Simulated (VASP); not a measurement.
Input of a VASP 6.6.1 run:

File INCAR:

```
  PREC = Accurate
  ENCUT = 600
  EDIFF = 1E-7
  ISMEAR = -1
  SIGMA = 0.1
  LREAL = False
  LASPH = True
  NELM = 120
  ALGO = Normal
  ISIF = 3
  LWAVE = False
  LCHARG = False
  GGA = PE
  IBRION = 2
  NSW = 60
  EDIFFG = -0.005
  PSTRESS = 240.0
  GGA_COMPAT = False
  NELMIN = 4
```

KPOINTS

```
regular mesh
0
Gamma
  15 15 9
```

Contents of POSCAR:

```
Mg
1.0
    2.8582699023      0.0000000000      0.0000000000
   -1.4291349512      2.4753343463      0.0000000000
    0.0000000000      0.0000000000      4.6303972418
Mg
2
Direct
    0.3333333333      0.6666666667      0.2500000000
    0.6666666667      0.3333333333      0.7500000000
```

Potentials or basis: VASP PAW PBE potentials, release 64 (Mg).

Run with:

```console
$ cat potpaw_PBE.64/Mg/POTCAR > POTCAR
$ mpirun -np 1 vasp_std > vasp.out
```

Problem. Predict the band gap on the k mesh.

Solution. Zero (bands 2 and 3 overlap by 2.10 eV).

Problem. What does it give for the relaxed volume?

Solution. 16.33 Å³/atom.

Problem. Estimate the space group after relaxing (to 0.1 Å).

Solution. P6_3/mmc (No. 194).

Problem. Predict the relaxed cell.

Solution. a = 2.862 Å, b = 2.862 Å, c = 4.605 Å, α = 90.00°, β = 90.00°, γ = 120.00°.

Final structure:
```cif
data_structure
_symmetry_space_group_name_H-M 'P 1'
_symmetry_Int_Tables_number 1
_cell_length_a 2.8621
_cell_length_b 2.8621
_cell_length_c 4.6047
_cell_angle_alpha 90.000
_cell_angle_beta 90.000
_cell_angle_gamma 120.000
_cell_volume 32.67
loop_
_atom_site_label
_atom_site_type_symbol
_atom_site_fract_x
_atom_site_fract_y
_atom_site_fract_z
_atom_site_occupancy
Mg1 Mg 0.33333 0.66667 0.25000 1
Mg2 Mg 0.66667 0.33333 0.75000 1
```

Caveat: the cell is relaxed towards a set pressure, so the run minimises the enthalpy, not the energy.
